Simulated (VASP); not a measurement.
Si, 3 atoms in the cell. It takes space group R32 (No. 155, trigonal). The conventional cell has a = 6.104 Å, b = 6.104 Å, c = 6.171 Å, α = 90.00°, β = 90.00°, γ = 120.00°. Within 3.1 Å of Si (site symmetry 2) lie 4 Si at 2.35 to 2.38 Å. The cell was built from a structure type or drawn by symmetry, and may not be a known phase.

| Item | Value |
| --- | --- |
| Program | VASP 6.6.1 |
| Task | relaxation of cell and atoms |
| Functional | PBE |
| Potentials or basis | VASP PAW PBE potentials, release 64 (Si) |
| Cutoff | 600 eV |
| k mesh | 12 × 12 × 12 |
| Occupations | gaussian, width 0.1 eV |
| Spin | no spin polarisation |
| Dipole correction | no |
| Further INCAR settings | ALGO = Normal; EDIFF = 1e-07; IBRION = 2; EDIFFG = -0.01; NSW = 100; ISIF = 3 |

Potentials or basis: VASP PAW PBE potentials, release 64 (Si).

Run with:

```sh
$ cat potpaw_PBE.64/Si/POTCAR > POTCAR
$ mpirun -np 1 vasp_std > vasp.out
```

Hardware: 1 thread of Intel(R) Xeon(R) Platinum 8259CL CPU @ 2.50GHz (Skylake/Cascade Lake), with other jobs on the host.

**Question.** Estimate the wall time of this run.

**Answer.** Run time: 8 min on 1 thread of Intel(R) Xeon(R) Platinum 8259CL CPU @ 2.50GHz (Skylake/Cascade Lake), on a shared host, peak memory 0.28 GiB. Counts: scf iterations 58, k points 189, ion steps 9.
